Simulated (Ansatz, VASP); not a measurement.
**CdS in VASP and in Ansatz**

Contents of INCAR:

```
PREC     = Accurate       # precision mode
ENCUT    = 520            # plane-wave cutoff, eV
EDIFF    = 1E-6           # SCF threshold, eV
ISMEAR   = -1             # smearing method
SIGMA    = 0.02           # smearing width, eV
LREAL    = False          # projectors in reciprocal space
LASPH    = True           # aspherical terms in the spheres
NELM     = 80             # most SCF steps
ALGO     = Normal         # electronic algorithm
ISIF     = 2              # what is computed and relaxed
LWAVE    = False          # write WAVECAR
LCHARG   = True           # write CHGCAR
GGA      = PE             # functional
LELF     = True           # ELF
LVHAR    = True         
NBANDS   = 16             # bands
```

The input KPOINTS:

```
regular mesh
0
Gamma
  8 8 8
```

The input POSCAR:

```
CdS
1.0
    0.0000000000      2.9392138876      2.9392138876
    2.9198150759      0.0000000000      2.9392138876
    2.9198150759      2.9392138876      0.0000000000
Cd S
1 1
Direct
    0.0000000000      0.0000000000      0.0000000000
    0.2500000000      0.2500000000      0.2500000000
```

Input for Ansatz:

```yaml
crystal:
  lattice:
    - [0.0, 2.9392138876, 2.9392138876]
    - [2.9198150759, 0.0, 2.9392138876]
    - [2.9198150759, 2.9392138876, 0.0]
  atoms:
    - { symbol: Cd, position: [0.0, 0.0, 0.0] }
    - { symbol: S, position: [0.25, 0.25, 0.25] }
kpoints:
  mp_grid: { grid: [8, 8, 8] }
  band_path:
    path:
      - [0.0, 0.0, 0.0]
      - [-0.5, -0.5, 0.0]
      - [-0.375, -0.375, 0.25]
      - [-0.375, 0.0, 0.375]
      - [0.0, 0.0, 0.5]
      - [-0.5, -0.25, 0.25]
    npoints: 1
hamiltonian:
  xc: pbe
scf:
  occupations: { method: fermi_dirac, width: 0.02 }
  n_extra_bands: 4
output:
  forces: true
  stress: true
  eigenvalues: true
```

Change from the starting cell: uniaxial_x strain -0.7%.

Alike in both runs: task single point; functional PBE; k mesh 8 × 8 × 8; occupations fermi-dirac, width 0.02 eV; no spin polarisation.

```csv
,VASP,Ansatz
version,VASP 6.6.1,Ansatz 0.2.0
potentials or method,"VASP PAW PBE potentials, release 64 (Cd, S)","plane waves, PAW"
plane-wave cutoff (eV),520,420
valence electrons in the cell,18,26
```

```csv
,VASP,Ansatz,Ansatz less VASP
gap on the k mesh at the Fermi level (eV),1.10,1.10,-0.004
pressure (GPa),2.1,1.8,-0.33
"traceless stress, the component that is largest in VASP (GPa)",0.08,0.08,+0.002
```

VASP's potentials hold 18 valence electrons a cell and Ansatz's 26, so a difference there can come from the potentials and not from the codes.
